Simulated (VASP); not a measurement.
Here is a VASP 6.6.1 calculation.

File INCAR:

```
PREC = Accurate ; ENCUT = 500
EDIFF = 1E-7 ; ISMEAR = 0
SIGMA = 0.02 ; LREAL = False
LASPH = True ; NELM = 120
ALGO = Normal ; ISIF = 3
LWAVE = False ; LCHARG = False
GGA = PE ; IVDW = 12
IBRION = 2 ; NSW = 100
EDIFFG = -0.002 ; GGA_COMPAT = False
NELMIN = 4
```

Contents of KPOINTS:

```
Automatic mesh
0
Gamma
  8 8 8
```

Contents of POSCAR:

```
AlAs
1.0
    0.0000000000      2.8400000000      2.8400000000
    2.8400000000      0.0000000000      2.8400000000
    2.8400000000      2.8400000000      0.0000000000
Al As
1 1
Direct
    0.0000000000      0.0000000000      0.0000000000
    0.2500000000      0.2500000000      0.2500000000
```

Potentials or basis: VASP PAW PBE potentials, release 64 (Al, As).

Command:

```bash
$ cat potpaw_PBE.64/Al/POTCAR potpaw_PBE.64/As/POTCAR > POTCAR
$ mpirun -np 1 vasp_std > vasp.out
```

Predict the relaxed cell.

a = 4.009 Å, b = 4.009 Å, c = 4.009 Å, α = 60.00°, β = 60.00°, γ = 60.00°.

What does it give for the dispersion energy per atom?

-0.316 eV.

Estimate the band gap on the k mesh.

1.44 eV, indirect (least direct gap 2.03 eV).

Step by step:
| step | energy change (eV) | largest force (eV/Å) | pressure (GPa) | volume (Å³) |
| --- | --- | --- | --- | --- |
| 1 | 0.0000 | 0.0000 | -0.41 | 45.81 |
| 2 | -0.0003 | 0.0000 | 0.21 | 45.43 |
| 3 | -0.0003 | 0.0000 | 0.01 | 45.55 |

A k mesh can miss the band edges. A hybrid or GW would open this gap; PBE tends to underestimate it.
